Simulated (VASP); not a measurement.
# LiH (R3m) in VASP: further runs

Runs on LiH. Level: HSE06. Tasks: single point.

All numbers are computed with VASP 6.6.1; they aren't measurements. Logs are shortened: lines on timing, memory, paths and dates and some standing lists are left out, and cuts for length are marked.

## 1. The cell of the first run

The structure is trigonal, space group R3m (No. 160). The conventional cell has a = 3.034 Å, b = 3.034 Å, c = 7.394 Å, α = 90.00°, β = 90.00°, γ = 120.00°. Li (site symmetry 3m) has 4 H at 1.85 to 1.86 Å within 2.5 Å. Within 2.5 Å of H (site symmetry 3m) lie 4 Li at 1.85 to 1.86 Å.

## 2. Single point, HSE06 (strain along [111] -0.5%)

Input file POSCAR:

```
LiH
1.0
   -0.0071504067      2.1379716032      2.1379716032
    2.1379716032     -0.0071504067      2.1379716032
    2.1379716032      2.1379716032     -0.0071504067
Li H
1 1
Direct
   -0.0002057825     -0.0002057825     -0.0002057825
    0.2502057825      0.2502057825      0.2502057825
```

Input file INCAR.step1:

```
SYSTEM = LiH
PREC     = Accurate       ! precision mode
ENCUT    = 520            ! plane-wave cutoff, eV
EDIFF    = 1E-5           ! SCF threshold, eV
ISMEAR   = 0              ! smearing method
SIGMA    = 0.01           ! smearing width, eV
LREAL    = .FALSE.        ! projectors in reciprocal space
LASPH    = .TRUE.         ! aspherical terms in the spheres
NELM     = 80             ! most SCF steps
ALGO     = Normal         ! electronic algorithm
ISIF     = 2              ! what is computed and relaxed
LWAVE    = .TRUE.         ! write WAVECAR
LCHARG   = .FALSE.        ! write CHGCAR
NBANDS   = 9              ! bands
GGA      = PE             ! functional
```

Input file INCAR.step2:

```
SYSTEM = LiH
PREC     = Accurate       ! precision mode
ENCUT    = 520            ! plane-wave cutoff, eV
EDIFF    = 1E-6           ! SCF threshold, eV
ISMEAR   = 0              ! smearing method
SIGMA    = 0.01           ! smearing width, eV
LREAL    = .FALSE.        ! projectors in reciprocal space
LASPH    = .TRUE.         ! aspherical terms in the spheres
NELM     = 80             ! most SCF steps
ALGO     = Normal         ! electronic algorithm
ISIF     = 2              ! what is computed and relaxed
LWAVE    = .FALSE.        ! write WAVECAR
LCHARG   = .FALSE.        ! write CHGCAR
GGA      = PE             ! functional
LHFCALC  = .TRUE.         ! exact exchange
HFSCREEN = 0.2079         ! screening, 1/A
PRECFOCK = Normal       
NBANDS   = 9              ! bands
ISTART   = 1
```

Input file KPOINTS:

```
Automatic mesh
0
G
  8 8 8
  0 0 0
```

Potentials or basis: VASP PAW PBE potentials, release 64 (Li_sv, H).

On the command line:

```sh
cat potpaw_PBE.64/Li_sv/POTCAR potpaw_PBE.64/H/POTCAR > POTCAR
cp INCAR.step1 INCAR
mpirun -np 1 vasp_std > vasp.out
cp INCAR.step2 INCAR
mpirun -np 1 vasp_std > vasp.out
```

OUTCAR:

```text
SYSTEM = LiH
   PREC = Accurate
   ENCUT = 520
   EDIFF = 1E-6
   ISMEAR = 0
   LREAL = .FALSE.
   LASPH = .TRUE.
   NELM = 80
   ISIF = 2
   GGA = PE
   LHFCALC = .TRUE.
   HFSCREEN = 0.2079
   PRECFOCK = Normal
   ISTART = 1

 ion  position               nearest neighbor table
   1  1.000  1.000  1.000-
   2  0.250  0.250  0.250-

  LATTYP: Found a trigonal (rhomboedric) cell.
 ALAT       =     3.0235568922
 COS(alpha) =     0.4966527407

  Lattice vectors:

 A1 = (  -0.0071504067,   2.1379716032,   2.1379716032)
 A2 = (   2.1379716032,  -0.0071504067,   2.1379716032)
 A3 = (   2.1379716032,   2.1379716032,  -0.0071504067)

Analysis of symmetry for initial positions (statically):
=====================================================================
 Subroutine PRICEL returns:
 Original cell was already a primitive cell.

 Routine SETGRP: Setting up the symmetry group for a
 trigonal (rhombohedral) supercell.

 Subroutine GETGRP returns: Found  6 space group operations
 (whereof  6 operations were pure point group operations)
 out of a pool of 12 trial point group operations.

The static configuration has the point symmetry C_3v.

Analysis of symmetry for dynamics (positions and initial velocities):
=====================================================================
 Subroutine PRICEL returns:
 Original cell was already a primitive cell.

 Routine SETGRP: Setting up the symmetry group for a
 trigonal (rhombohedral) supercell.

 Subroutine GETGRP returns: Found  6 space group operations
 (whereof  6 operations were pure point group operations)
 out of a pool of 12 trial point group operations.

The dynamic configuration has the point symmetry C_3v.

 Subroutine INISYM returns: Found  6 space group operations
 (whereof  6 operations are pure point group operations),
 and found     1 'primitive' translations

----------------------------------------------------------------------------------------

                                     Primitive cell

  volume of cell :      19.6431

  direct lattice vectors                    reciprocal lattice vectors
    -0.007150407  2.137971603  2.137971603    -0.232696544  0.233477405  0.233477405
     2.137971603 -0.007150407  2.137971603     0.233477405 -0.232696544  0.233477405
     2.137971603  2.137971603 -0.007150407     0.233477405  0.233477405 -0.232696544

  length of vectors
     3.023556892  3.023556892  3.023556892     0.403944401  0.403944401  0.403944401

  position of ions in fractional coordinates (direct lattice)
     0.999794218  0.999794218  0.999794218
     0.250205782  0.250205782  0.250205782

  ion indices of the primitive-cell ions
   primitive index   ion index
                 1           1
                 2           2

----------------------------------------------------------------------------------------

 KPOINTS: Automatic mesh

Automatic generation of k-mesh.
 Grid dimensions read from file:
 generate k-points for:    8    8    8

 Generating k-lattice:

  Cartesian coordinates                     Fractional coordinates (reciprocal lattice)
    -0.029087068  0.029184676  0.029184676     0.125000000  0.000000000  0.000000000
     0.029184676 -0.029087068  0.029184676     0.000000000  0.125000000  0.000000000
     0.029184676  0.029184676 -0.029087068     0.000000000  0.000000000  0.125000000

  Length of vectors
     0.050493050  0.050493050  0.050493050

  Shift w.r.t. Gamma in fractional coordinates (k-lattice)
     0.000000000  0.000000000  0.000000000

 Subroutine IBZKPT returns following result:
 ===========================================

 Found     65 irreducible k-points:

 Following reciprocal coordinates:
            Coordinates               Weight
  0.000000  0.000000  0.000000      1.000000
  0.125000  0.000000  0.000000      6.000000
  0.250000  0.000000  0.000000      6.000000
  0.375000  0.000000  0.000000      6.000000
  0.500000  0.000000  0.000000      3.000000
  0.125000  0.125000  0.000000      6.000000
[... 16 lines left out ...]
  0.250000  0.125000  0.125000      6.000000
  0.375000  0.125000  0.125000      6.000000
 [... further k-points ...]
   k-points           NKPTS =     65   k-points in BZ     NKDIM =    512   number of bands    NBANDS=      9
   number of dos      NEDOS =    301   number of ions     NIONS =      2
   total plane-waves  NPLWV =  13824
   dimension x,y,z NGX =    24 NGY =   24 NGZ =   24
   dimension x,y,z NGXF=    48 NGYF=   48 NGZF=   48
   ions per type =               1   1
   NGX,Y,Z   is equivalent  to a cutoff of  13.20, 13.20, 13.20 a.u.
   NGXF,Y,Z  is equivalent  to a cutoff of  26.39, 26.39, 26.39 a.u.
 SYSTEM =  LiH
   PREC   = accura    normal or accurate (medium, high low for compatibility)
   ISTART =      1    job   : 0-new  1-cont  2-samecut
   ICHARG =      0    charge: 1-file 2-atom 10-const
   ISPIN  =      1    spin polarized calculation?
   LNONCOLLINEAR =      F non collinear calculations
   LSORBIT =      F    spin-orbit coupling
   LASPH  =      T    aspherical Exc in radial PAW
   ENCUT  =  520.0 eV  38.22 Ry    6.18 a.u.   5.62  5.62  5.62*2*pi/ulx,y,z
   NELM   =     80;   NELMIN=  2; NELMDL=  0     # of ELM steps
   EDIFF  = 0.1E-05   stopping-criterion for ELM
   LREAL  =      F    real-space projection
   EDIFFG = 0.1E-04   stopping-criterion for IOM
   NSW    =      0    number of steps for IOM
   IBRION =     -1    ionic relax: 0-MD 1-quasi-New 2-CG
   NFREE  =      0    steps in history (QN), initial steepest desc. (CG)
   ISIF   =      2    stress and relaxation
   ISYM   =      3    0-nonsym 1-usesym 2-fastsym
   POTIM  = 0.5000    time-step for ionic-motion
   TEBEG  =    0.0;   TEEND  =   0.0 temperature during run
   PSTRESS=    0.0 pullay stress
   NELECT =       4.0000    total number of electrons
   NUPDOWN=      -1.0000    fix difference up-down
   EMIN   =  10.00;   EMAX   =-10.00  energy-range for DOS
   EFERMI =   0.00;   METHOD = LEGACY
   ISMEAR =     0;   SIGMA  =   0.01  broadening in eV -4-tet -1-fermi 0-gaus
   EFERMI_NEDOS =   21; number of points for ismear=-14 and -15
   IALGO  =     38    algorithm
   IMIX   =      1    mixing-type and parameters
     AMIX     =   0.40;   BMIX     =  1.00
     AMIX_MAG =   1.60;   BMIX_MAG =  1.00
  volume/ion in A,a.u.               =       9.82        66.28
  Fermi-wavevector in a.u.,A,eV,Ry     =   0.963145  1.820081 12.621429  0.927649
  Thomas-Fermi vector in A             =   2.092665
   LORBIT       =      0    0 simple, 1 ext, 2 COOP (PROOUT), +10 PAW based schemes
   GGA     = PE    functional components
   LHFCALC =     T    Hartree Fock is set to
   PRECFOCK=normal    Normal, Fast or Accurate (Low or Medium for compatibility)
   ENCUT4O =  -1.0   cutoff for four orbital integrals eV
   NKREDX  =     1    reduce k-point grid by
   NKREDY  =     1    reduce k-point grid by
   NKREDZ  =     1    reduce k-point grid by
   AEXX    =    0.2500 exact exchange contribution
   HFSCREEN=    0.2079 screening length (either q_TF or 0.3 A-1)
   HFSCREENC=   0.2079 screening length for correlation (either q_TF or 0.3 A-1)
   ENCUTFOCK=  -1.0 apply spherical cutoff to Coloumb kernel
   IVDW    =     0    specifies the selected vdW correction
   LEPSILON=     F    determine dielectric tensor
   LRPA    =     F    only Hartree local field effects (RPA)
 non-spin polarized calculation
 Gauss-broadening in eV      SIGMA  =   0.01
  energy-cutoff  :      520.00
  volume of cell :       19.64
 maximum number of plane-waves:       544
 NGX is ok and might be reduce to    24
  NGX = 18; NGY = 18; NGZ = 18

 number of electron       3.9999993 magnetization

 Free energy of the ion-electron system (eV)
  ---------------------------------------------------
  ext. energy  EPLUGINS =         0.00000000
  ---------------------------------------------------
  free energy    TOTEN  =        -6.68276145 eV

  energy without entropy =       -6.68276145  energy(sigma->0) =       -6.68276145

 E-fermi :  -2.2704     XC(G=0):  -6.4927

 val. band max:       -2.4087600284   @ k =  -0.2500   0.5000   0.2500
 cond. band min:       2.8375912875   @ k =   0.5000   0.0000   0.0000
 fundamental gap:      5.2463513159
 Fermi energy:        -2.2704421798

 k-point     1 :       0.0000    0.0000    0.0000
  band No.  band energies     occupation
      1     -48.6611      2.00000
      2      -6.5758      2.00000
      3      12.2947      0.00000
      4      16.4624      0.00000
      5      16.4624      0.00000
      6      16.5786      0.00000
      7      19.0055      0.00000
      8      19.0055      0.00000
      9      19.1546      0.00000

 k-point     2 :       0.1250    0.0000    0.0000
  band No.  band energies     occupation
      1     -48.6573      2.00000
      2      -6.2936      2.00000
      3      10.6868      0.00000
      4      15.0417      0.00000
      5      15.6782      0.00000
      6      15.7754      0.00000
      7      20.1652      0.00000
      8      20.2871      0.00000
      9      22.5390      0.00000

 k-point     3 :       0.2500    0.0000    0.0000
  band No.  band energies     occupation
      1     -48.6480      2.00000
      2      -5.4768      2.00000
      3       7.2245      0.00000
      4      14.7876      0.00000
      5      14.8527      0.00000
      6      15.0573      0.00000
      7      20.1148      0.00000
      8      20.1722      0.00000
      9      21.7781      0.00000

 k-point     4 :       0.3750    0.0000    0.0000
  band No.  band energies     occupation
      1     -48.6387      2.00000
      2      -4.3120      2.00000
      3       4.1946      0.00000
      4      14.3452      0.00000
      5      14.4000      0.00000
      6      15.2499      0.00000
      7      18.6635      0.00000
      8      18.7288      0.00000
      9      21.5600      0.00000
[... 205 lines left out ...]
 k-point    22 :       0.1250    0.1250    0.1250
  band No.  band energies     occupation
      1     -48.6572      2.00000
      2      -6.2907      2.00000
      3      10.7500      0.00000
      4      15.0546      0.00000
      5      15.6583      0.00000
      6      15.6583      0.00000
      7      20.1844      0.00000
      8      20.1844      0.00000
      9      22.6551      0.00000

 k-point    23 :       0.2500    0.1250    0.1250
  band No.  band energies     occupation
      1     -48.6515      2.00000
      2      -5.8272      2.00000
      3       8.9693      0.00000
      4      12.8540      0.00000
      5      15.4476      0.00000
      6      16.3327      0.00000
      7      19.8975      0.00000
      8      20.6961      0.00000
      9      21.8072      0.00000

 k-point    24 :       0.3750    0.1250    0.1250
  band No.  band energies     occupation
      1     -48.6423      2.00000
      2      -4.8703      2.00000
      3       6.0623      0.00000
      4      11.7264      0.00000
      5      15.1447      0.00000
      6      15.6475      0.00000
      7      19.4761      0.00000
      8      19.6970      0.00000
      9      23.3352      0.00000

 [... further k-points ...]
[... 5 lines left out ...]
  --------------------------------------------------------------------------------------
  -------------------------------------------------------------------------------------
  Total       -0.0417912     -0.0417912     -0.0417912      0.0127791      0.0127791      0.0127791
  in kB       -3.4086830     -3.4086830     -3.4086830      1.0423237      1.0423237      1.0423237
  external PRESSURE =      -3.4086830 kB  Pullay stress =       0.0000000 kB

 VOLUME and BASIS-vectors are now :
 -----------------------------------------------------------------------------
  energy-cutoff  :      520.00
  volume of cell :       19.64
      direct lattice vectors                 reciprocal lattice vectors
    -0.007150407  2.137971603  2.137971603    -0.232696544  0.233477405  0.233477405
     2.137971603 -0.007150407  2.137971603     0.233477405 -0.232696544  0.233477405
     2.137971603  2.137971603 -0.007150407     0.233477405  0.233477405 -0.232696544

 POSITION                                       TOTAL-FORCE (eV/Angst)
 -----------------------------------------------------------------------------------
      4.26791      4.26791      4.26791        -0.001448     -0.001448     -0.001448
      1.06808      1.06808      1.06808         0.001448      0.001448      0.001448
 -----------------------------------------------------------------------------------
    total drift:                               -0.000030     -0.000029     -0.000028

  FREE ENERGIE OF THE ION-ELECTRON SYSTEM (eV)
  ---------------------------------------------------
  free  energy   TOTEN  =        -6.6827614523 eV

  energy  without entropy=       -6.6827614523  energy(sigma->0) =       -6.68276145
```

It took 22 min on 1 thread of Intel Xeon 8259CL, shared host; peak memory 0.26 GiB.

Results:

| Property | Result |
| --- | --- |
| Free energy | -6.6828 eV |
| Band gap on the k mesh | 5.25 eV (least direct gap 6.42 eV) |

Forces in eV/Å, atoms in the order of the input:
```
Li  -0.001 -0.001 -0.001
H    0.001  0.001  0.001
```

Caveat: the cell differs from its parent crystal (strain along [111] -0.5%); the cutoff is under 1.25 times the usual one of these potentials, so pressure, stress and relaxed cells hold a basis-set (Pulay) error; the structure was generated, so it needn't be the stable form of LiH; the PAW data sets were made with another functional, which shifts forces and pressure a little.

## 3. Single point, HSE06 (epitaxial 111 strain +3.2%)

Input file POSCAR:

```
LiH
1.0
   -0.0551528109      2.1579695667      2.1579695667
    2.1579695667     -0.0551528109      2.1579695667
    2.1579695667      2.1579695667     -0.0551528109
Li H
1 1
Direct
   -0.0019505792     -0.0019505792     -0.0019505792
    0.2519505792      0.2519505792      0.2519505792
```

Input file INCAR.step1:

```
  ALGO = Normal
  EDIFF = 1E-5
  ENCUT = 520
  GGA = PE
  ISIF = 2
  ISMEAR = 0
  LASPH = True
  LCHARG = False
  LREAL = False
  LWAVE = True
  NBANDS = 9
  NELM = 80
  PREC = Accurate
  SIGMA = 0.01
```

Input file INCAR.step2:

```
  ALGO = Normal
  EDIFF = 1E-7
  ENCUT = 520
  GGA = PE
  HFSCREEN = 0.2079
  ISIF = 2
  ISMEAR = 0
  ISTART = 1
  LASPH = True
  LCHARG = False
  LHFCALC = True
  LREAL = False
  LWAVE = False
  NBANDS = 9
  NELM = 80
  PREC = Accurate
  PRECFOCK = Normal
  SIGMA = 0.01
```

Input file KPOINTS:

```
k-points
0
Gamma
  8 8 8
```

Potentials or basis: VASP PAW PBE potentials, release 64 (Li_sv, H).

On the command line:

```sh
cat potpaw_PBE.64/Li_sv/POTCAR potpaw_PBE.64/H/POTCAR > POTCAR
cp INCAR.step1 INCAR
mpirun -np 1 vasp_std > vasp.out
cp INCAR.step2 INCAR
mpirun -np 1 vasp_std > vasp.out
```

Run time: 40 min. Hardware: 1 thread of Intel Xeon 8259CL, shared host; peak memory 0.26 GiB.

Results (log left out):

```yaml
Free_energy: -6.6725 eV
Band_gap_on_the_k_mesh: 5.11 eV (least direct gap 6.17 eV)
```

Levels at points of the mesh, in eV from the valence-band top:
```csv
k point,band 1,band 2,band 3,band 4,band 5
"(0.00, 0.00, 0.00)",-46.40,-4.00,14.07,18.00,18.00
"(0.50, 0.00, 0.00)",-46.38,-1.20,5.11,16.09,16.38
"(0.50, 0.50, 0.00)",-46.37,-0.34,8.12,10.95,11.47
"(0.50, 0.50, 0.50)",-46.37,-0.88,5.29,15.69,15.69
```

Caveat: the cell differs from its parent crystal (epitaxial 111 strain +3.2%); the cutoff is under 1.25 times the usual one of these potentials, so pressure, stress and relaxed cells hold a basis-set (Pulay) error; the structure was generated, so it needn't be the stable form of LiH; the PAW data sets were made with another functional, which shifts forces and pressure a little. A k mesh can miss the band edges.
